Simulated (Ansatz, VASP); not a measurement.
SrCl2: VASP beside Ansatz

```
CELL_PARAMETERS angstrom
0.00000 3.50934 3.61391
3.50934 0.00000 3.61391
3.50934 3.50934 0.00000
ATOMIC_POSITIONS crystal
Sr 0.99391 0.99391 0.00609
Cl 0.25304 0.25304 0.24696
Cl 0.75304 0.75304 0.74696
```

Alike in both runs: task single point; functional PBE; k mesh 6 × 6 × 6; occupations gaussian, width 0.02 eV; no spin polarisation.

|  | VASP | Ansatz |
| --- | --- | --- |
| version | VASP 6.6.1 | Ansatz 0.2.0 |
| potentials or method | VASP PAW PBE potentials, release 64 (Sr_sv, Cl), cutoff 520 eV | scalar-relativistic, plane waves, PAW |
| valence electrons in the cell | 24 | 24 |

|  | VASP | Ansatz | Ansatz less VASP |
| --- | --- | --- | --- |
| gap on the k mesh at the Fermi level (eV) | 5.07 | 5.07 | +0.003 |
| least direct gap on the mesh (eV) | 5.38 | 5.38 | +0.001 |
| pressure (GPa) | -0.5 | -0.6 | -0.06 |
| traceless stress, the component that is largest in VASP (GPa) | -0.94 | -0.95 | -0.004 |
| rms of the force components (eV/Å) | 0.056 | 0.054 | -0.0016 |

Atom by atom the forces differ by 0.002 eV/Å (rms over components).
